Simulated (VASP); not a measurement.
Crystal: HfO2.

```
Hf O
1.0
     5.04883    0.00000    0.00000
     0.00000    5.11561    0.00000
    -0.84706    0.00000    5.14340
Hf O
4 8
Direct
  0.27550 0.46030 0.70800
  0.72450 0.96030 0.79200
  0.72450 0.53970 0.29200
  0.27550 0.03970 0.20800
  0.07420 0.16840 0.84670
  0.92580 0.66840 0.65330
  0.92580 0.83160 0.15330
  0.07420 0.33160 0.34670
  0.44870 0.74190 0.98010
  0.55130 0.24190 0.51990
  0.55130 0.25810 0.01990
  0.44870 0.75810 0.48010
```

Program: VASP 6.6.1. Alike in all runs: task single point; no spin polarisation; cell as given; k mesh 5 × 5 × 5; cutoff (eV) 520; smearing fermi-dirac 0.05 eV.

Problem. Order these runs on this cell by their pressure, lowest first.
A. level LDA; potentials or basis VASP PAW LDA potentials, release 64 (Hf_pv, O)
B. level BLYP; potentials or basis VASP PAW PBE potentials, release 64 (Hf_pv, O)
C. level PBE; potentials or basis VASP PAW PBE potentials, release 64 (Hf_pv, O)
D. level PBEsol+D4; potentials or basis VASP PAW PBE potentials, release 64 (Hf_pv, O)

Solution. A (0.0 GPa), D (4.1 GPa), C (13.8 GPa), B (21.4 GPa).

Caveats: the PAW data sets were made with another functional, which shifts forces and pressure a little (some runs).
